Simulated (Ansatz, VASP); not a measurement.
One calculation of MgO, two programs

INCAR

```
SYSTEM = MgO
ALGO     = Normal         ! electronic algorithm
EDIFF    = 1E-6           ! SCF threshold, eV
ENCUT    = 520            ! plane-wave cutoff, eV
GGA      = PE             ! functional
ISIF     = 2              ! what is computed and relaxed
ISMEAR   = -1             ! smearing method
LASPH    = .TRUE.         ! aspherical terms in the spheres
LCHARG   = .FALSE.        ! write CHGCAR
LREAL    = .FALSE.        ! projectors in reciprocal space
LWAVE    = .FALSE.        ! write WAVECAR
NBANDS   = 11             ! bands
NELM     = 100            ! most SCF steps
PREC     = Accurate       ! precision mode
SIGMA    = 0.02           ! smearing width, eV
```

File KPOINTS:

```
k-points
0
G
  10 10 10
  0 0 0
```

Contents of POSCAR:

```
MgO
1.0
    0.0000000000      2.2934156910      2.2934156910
    2.2934156910      0.0000000000      2.2934156910
    2.2934156910      2.2934156910      0.0000000000
Mg O
1 1
Direct
    0.0000000000      0.0000000000      0.0000000000
    0.2500000000      0.2500000000      0.2500000000
```

Input for Ansatz:

```yaml
crystal:
  lattice:
    - [0.0, 2.293415691, 2.293415691]
    - [2.293415691, 0.0, 2.293415691]
    - [2.293415691, 2.293415691, 0.0]
  atoms:
    - { symbol: Mg, position: [0.0, 0.0, 0.0] }
    - { symbol: O, position: [0.25, 0.25, 0.25] }
kpoints:
  mp_grid: { grid: [10, 10, 10] }
  band_path:
    path:
      - [0.0, 0.0, 0.0]
      - [-0.5, -0.5, 0.0]
      - [-0.375, -0.375, 0.25]
      - [-0.375, 0.0, 0.375]
      - [0.0, 0.0, 0.5]
      - [-0.5, -0.25, 0.25]
    npoints: 1
hamiltonian:
  xc: pbe
scf:
  occupations: { method: fermi_dirac, width: 0.02 }
  n_extra_bands: 4
output:
  forces: true
  stress: true
  eigenvalues: true
```

Change from the starting cell: hydrostatic strain +0.5%.

Alike in both runs: task single point; functional PBE; k mesh 10 × 10 × 10; occupations fermi-dirac, width 0.02 eV; no spin polarisation.

|  | VASP | Ansatz |
| --- | --- | --- |
| version | VASP 6.6.1 | Ansatz 0.2.0 |
| potentials or method | VASP PAW PBE potentials, release 64 (Mg, O) | plane waves, PAW |
| plane-wave cutoff (eV) | 520 | 420 |
| valence electrons in the cell | 8 | 16 |

Ansatz gave:

```
gap on the k mesh at the Fermi level (eV) : 3.57
pressure (GPa)                            : 2.0
```

Problem. Which values does VASP return?

Solution. gap on the k mesh at the Fermi level (eV): 3.56; pressure (GPa): 1.6.

VASP's potentials hold 8 valence electrons a cell and Ansatz's 16, so a difference there can come from the potentials and not from the codes.
